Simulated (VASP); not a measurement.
Wanted: the native input for a VASP 6.6.1 run.

| Property | Result |
| --- | --- |
| Task | single point |
| Functional | PBEsol |
| Potentials or basis | VASP PAW PBE potentials, release 64 (Al, Ga_d, N) |
| Cutoff | 520 eV |
| k mesh | 8 × 5 × 3 |
| Occupations | gaussian, width 0.05 eV |
| Spin | no spin polarisation |
| Dipole correction | no |
| Further INCAR settings | LREAL = Auto; ALGO = Normal; EDIFF = 1e-06; NBANDS = 76; ISYM = 0 |

The structure of AlGa3N4 lies in POSCAR:

```
AlGa3N4
1.0
    0.0000000000     -3.1649847989      0.0000000000
    0.0035856878      0.0000000000     -5.4784941327
   10.2847023913     -1.5824923994      0.0002430091
Al Ga N
2 6 8
Direct
    0.0771741443      0.3326423761      0.8456517113
    0.3271741444      0.3326423761      0.3456517113
    0.4525458244      0.6650804199      0.0949083513
    0.2025458243      0.6650804199      0.5949083513
   -0.0474318462      0.1684429999      0.0948636924
   -0.2974318462      0.1684429999      0.5948636924
   -0.1726404454      0.8338194712      0.3452808907
   -0.4226404454      0.8338194712      0.8452808907
    0.0474078116      0.6599025845      0.9051843767
    0.2974078116      0.6599025845      0.4051843767
   -0.4520864948      0.1736239410      0.9041729896
   -0.2020864948      0.1736239410      0.4041729896
   -0.0777859098      0.8337837128      0.1555718196
   -0.3277859098      0.8337837128      0.6555718196
    0.4195169133      0.3327034946      0.1609661733
    0.1695169133      0.3327034946      0.6609661733
```

This cell differs from its parent crystal: the part above a cut slid along it.

These files were run (other wordings do the same):

INCAR

```
PREC     = Accurate       # precision mode
ENCUT    = 520            # plane-wave cutoff, eV
EDIFF    = 1E-6           # SCF threshold, eV
ISMEAR   = 0              # smearing method
SIGMA    = 0.05           # smearing width, eV
LREAL    = Auto         
LASPH    = T              # aspherical terms in the spheres
NELM     = 80             # most SCF steps
ALGO     = Normal         # electronic algorithm
ISIF     = 2              # what is computed and relaxed
LWAVE    = F              # write WAVECAR
LCHARG   = T              # write CHGCAR
GGA      = PS             # functional
LELF     = T              # ELF
LVHAR    = T            
NBANDS   = 76             # bands
ISYM     = 0            
LUSENCCL = F
```

KPOINTS

```
Automatic mesh
0
Gamma
  8 5 3
```

Potentials or basis: VASP PAW PBE potentials, release 64 (Al, Ga_d, N).

Launch:

```sh
$ cat potpaw_PBE.64/Al/POTCAR potpaw_PBE.64/Ga_d/POTCAR potpaw_PBE.64/N/POTCAR > POTCAR
$ mpirun -np 1 vasp_std > vasp.out
```

It gave:

```json
{
  "Pressure": "-1.4 GPa",
  "Largest force": "0.822 eV/Å",
  "Band gap on the k mesh": "1.67 eV"
}
```

Caveat: the cell differs from its parent crystal (the part above a cut slid along it); the stress differs along the axes, from -7 to 3 GPa; the PAW data sets were made with another functional, which shifts forces and pressure a little.

Wall time 7.1 min on 1 × NVIDIA H100 80GB with 1 thread of AMD EPYC 7R13 Processor (Zen 3) (shared host), peak memory 1.7 GiB.
